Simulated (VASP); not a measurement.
Write the native input for VASP 6.6.1 that does the following.

```yaml
Task: single point
Functional: PBE
Dispersion: D3(BJ)
Potentials_or_basis: VASP PAW PBE potentials, release 64 (As)
Cutoff: 520 eV
k_mesh: 9 × 9 × 1
Occupations: gaussian, width 0.05 eV
Spin: no spin polarisation
Dipole_correction: yes
Further_INCAR_settings: ALGO = Normal; EDIFF = 1e-06; NBANDS = 18
```

The structure of As lies in POSCAR:

```
As
1.0
    3.5716242768      0.0000000000      0.0000000000
   -1.7858121384      3.0931173565      0.0000000000
    0.0000000000      0.0000000000     20.2951239260
As
4
Direct
    0.3333333333      0.6666666667      0.2217281361
    0.6666666667      0.3333333333      0.2905900937
    0.6666666667      0.5000000000      0.4517125392
    1.0000000000      0.1666666667      0.5205744968
```

This cell differs from its parent crystal: layers slid over each other.

These files were run (other wordings do the same):

INCAR

```
SYSTEM = As
PREC = Accurate
ENCUT = 520
EDIFF = 1E-6
ISMEAR = 0
SIGMA = 0.05
LREAL = .FALSE.
LASPH = .TRUE.
NELM = 80
ALGO = Normal
ISIF = 2
LWAVE = .FALSE.
LCHARG = .TRUE.
LDIPOL = .TRUE.
IDIPOL = 3
DIPOL = 0.5 0.5 0.371
GGA = PE
IVDW = 12
LELF = .TRUE.
LVHAR = .TRUE.
LVACPOTAV = .TRUE.
NBANDS = 18
```

KPOINTS

```
regular mesh
0
G
  9 9 1
  0 0 0
```

Potentials or basis: VASP PAW PBE potentials, release 64 (As).

Command:

```bash
$ cat potpaw_PBE.64/As/POTCAR > POTCAR
$ mpirun -np 1 vasp_std > vasp.out
```

Results of the run:

```
Largest force              : 0.146 eV/Å
Band gap on the k mesh     : 0.77 eV (least direct gap 1.35 eV)
Dispersion energy per atom : -0.272 eV
```

Caveat: the cell differs from its parent crystal (layers slid over each other).

Run time: 98 s on 1 thread of Intel(R) Xeon(R) 6975P-C (Granite Rapids) (shared host), peak memory 0.41 GiB.
